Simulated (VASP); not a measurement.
Si4N:

```
Si N
1.0
     3.79772    0.00000    0.00000
    -1.89886    3.28892    0.00000
     0.00000    0.00000    7.29561
Si N
4 1
Direct
  0.00000 0.00000 0.77400
  0.00000 0.00000 0.22600
  0.33333 0.66667 0.33600
  0.33333 0.66667 0.66400
  0.00000 0.00000 0.00000
```

```yaml
Program: VASP 6.6.1
Task: relaxation of cell and atoms
Functional: PBE
Potentials_or_basis: VASP PAW PBE potentials, release 64 (Si, N)
Cutoff: 600 eV
k_mesh: 5 × 5 × 3
Occupations: gaussian, width 0.2 eV
Spin: no spin polarisation
```

At the start: pressure 4.2 GPa; volume 18.22 Å³/atom.

Problem. Where does the relaxation end?

Solution. Over 7 steps the energy falls by 31.0 meV/atom and the volume is 18.97 Å³/atom (+4.1 %); space group P-6m2 (No. 187, to 0.05 Å).

Step by step:
```
step  energy change (eV)  largest force (eV/Å)  pressure (GPa)  volume (Å³)
   1              0.0000                1.1553            4.20        91.12
   2             -0.1247                0.1395           -1.66        97.57
   3             -0.1329                0.2225           -0.66        96.24
   4             -0.1480                0.0660           -0.28        95.58
   5             -0.1540                0.1172            0.15        94.82
   6             -0.1477                0.4133           -0.85        94.90
   7             -0.1550                0.0624           -0.13        94.84
```

Final structure:
```yaml
crystal:
  lattice:
    - [3.81626, 0.00000, 0.00000]
    - [-1.90813, 3.30498, 0.00000]
    - [0.00000, 0.00000, 7.51946]
  atoms:
    - { symbol: Si, position: [0.00000, 0.00000, 0.78110] }
    - { symbol: Si, position: [0.00000, 0.00000, 0.21890] }
    - { symbol: Si, position: [0.33333, 0.66667, 0.34460] }
    - { symbol: Si, position: [0.33333, 0.66667, 0.65540] }
    - { symbol: N, position: [0.00000, 0.00000, 0.00000] }
```

Caveat: the k points lie up to 0.38 Å⁻¹ apart in the final cell; the relaxation stopped at a loose force limit of 0.08 eV/Å, so its end isn't a converged minimum.
